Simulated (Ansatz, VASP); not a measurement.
## One calculation of SiC, two programs

```xyz
2
Lattice="0.0000 1.9032 1.9032 1.9032 0.0000 1.9032 1.9032 1.9032 0.0000" Properties=species:S:1:pos:R:3 pbc="T T T"
C     0.0000    0.0000    0.0000
Si    1.9032    1.9032    1.9032
```

Alike in both runs: task single point; functional PBEsol; k mesh 20 × 20 × 20; occupations gaussian, width 0.05 eV; no spin polarisation.

|  | VASP | Ansatz |
| --- | --- | --- |
| version | VASP 6.6.1 | Ansatz 0.2.0 |
| potentials or method | VASP PAW PBE potentials, release 64 (C, Si), cutoff 520 eV | scalar-relativistic, plane waves, PAW |
| valence electrons in the cell | 8 | 8 |

Ansatz gave:

```
gap on the k mesh at the Fermi level (eV) : 0.39
least direct gap on the mesh (eV)         : 5.50
```

Task: Which values does VASP return?

Result: gap on the k mesh at the Fermi level (eV): 0.39; least direct gap on the mesh (eV): 5.51.

VASP's potentials were made for PBE, not for PBEsol.
